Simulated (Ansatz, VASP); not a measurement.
## One calculation of Nb, two programs

```
CELL_PARAMETERS angstrom
2.84110 0.00000 0.00000
-1.42055 2.46046 0.00000
0.00000 0.00000 2.65465
ATOMIC_POSITIONS crystal
Nb 0.00000 0.00000 0.00000
```

Alike in both runs: task relaxation of cell and atoms; functional PBEsol; k mesh 24 × 24 × 20; occupations gaussian, width 0.1 eV; no spin polarisation.

|  | VASP | Ansatz |
| --- | --- | --- |
| version | VASP 6.6.1 | Ansatz 0.2.0 |
| potentials or method | VASP PAW PBE potentials, release 64 (Nb_sv), cutoff 600 eV | scalar-relativistic, plane waves, PAW |
| valence electrons in the cell | 13 | 13 |

Ansatz gave:

| Quantity | Value |
| --- | --- |
| gap on the k mesh at the Fermi level, each at its own relaxed structure (eV) | none |
| relaxed volume (Å³/atom) | 18.66 |
| relaxed length of the cell vector where the two differ most in proportion (Å) | 2.694 |

Which values does VASP return?

gap on the k mesh at the Fermi level, each at its own relaxed structure (eV): none; relaxed volume (Å³/atom): 18.64; relaxed length of the cell vector where the two differ most in proportion (Å): 2.692.

VASP's potentials were made for PBE, not for PBEsol. A gap of «none» marks a metal or a gap that the smearing closes.
